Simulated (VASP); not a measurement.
Runs of VASP 6.6.1 on Ag. The structure is that of space group R-3m (No. 166), or close to it. The cells are those of the table. 

```tsv
cell	k mesh	gap on the mesh (eV)	pressure (GPa)
a = 2.869, b = 2.869, c = 7.212 Å, angles 90.0, 78.5, 120.0°, 3 atoms	12 × 12 × 5	none	0.0
a = 7.065 Å, angles 22.9°, 3 atoms	18 × 18 × 18	none	(b)
a = 7.403 Å, angles 23.0°, 3 atoms	9 × 9 × 9	none	-7.8
a = 7.212 Å, angles 22.9°, 3 atoms	18 × 18 × 18	none	-0.2
a = 7.140 Å, angles 22.9°, 3 atoms	18 × 18 × 18	none	(a)
```

Alike in all rows: task single point; level PBEsol; potentials or basis VASP PAW PBE potentials, release 64 (Ag); no spin polarisation; cutoff (eV) 520; smearing gaussian 0.1 eV.

Task: Fill in the values left out.

Result: (a) 3.7; (b) 8.4.

Caveats: the PAW data sets were made with another functional, which shifts forces and pressure a little.

A k mesh can miss the band edges, and the runs leave out spin-orbit coupling on Ag.

A gap of «none» marks levels without a gap at the run's occupations.
